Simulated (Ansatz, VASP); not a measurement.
C in VASP and in Ansatz

```
CELL_PARAMETERS angstrom
3.43820 0.00000 0.00000
0.00000 3.43820 0.00000
0.00000 0.00000 4.45919
ATOMIC_POSITIONS crystal
C 0.00000 0.00000 0.25000
C 0.00000 0.00000 0.75000
C 0.69371 0.00000 0.50000
C 0.30629 0.00000 0.50000
C 0.00000 0.69371 0.00000
C 0.00000 0.30629 0.00000
```

Alike in both runs: functional PBE; k mesh 10 × 10 × 6; occupations gaussian, width 0.02 eV; no spin polarisation.

Ansatz relaxed the structure, and its values are those at the end. VASP's run is a single point on that final structure, the one shown.

|  | VASP | Ansatz |
| --- | --- | --- |
| version | VASP 6.6.1 | Ansatz 0.2.0 |
| potentials or method | VASP PAW PBE potentials, release 64 (C), cutoff 520 eV | scalar-relativistic, plane waves, PAW |
| valence electrons in the cell | 24 | 24 |

```tsv
	VASP	Ansatz	Ansatz less VASP
gap on the k mesh at the Fermi level (eV)	0.65	0.66	+0.004
least direct gap on the mesh (eV)	2.09	2.09	+0.008
pressure (GPa)	0.3	0.0	-0.28
```

With one functional, cell and mesh, what is left measures potentials, basis and numerics.
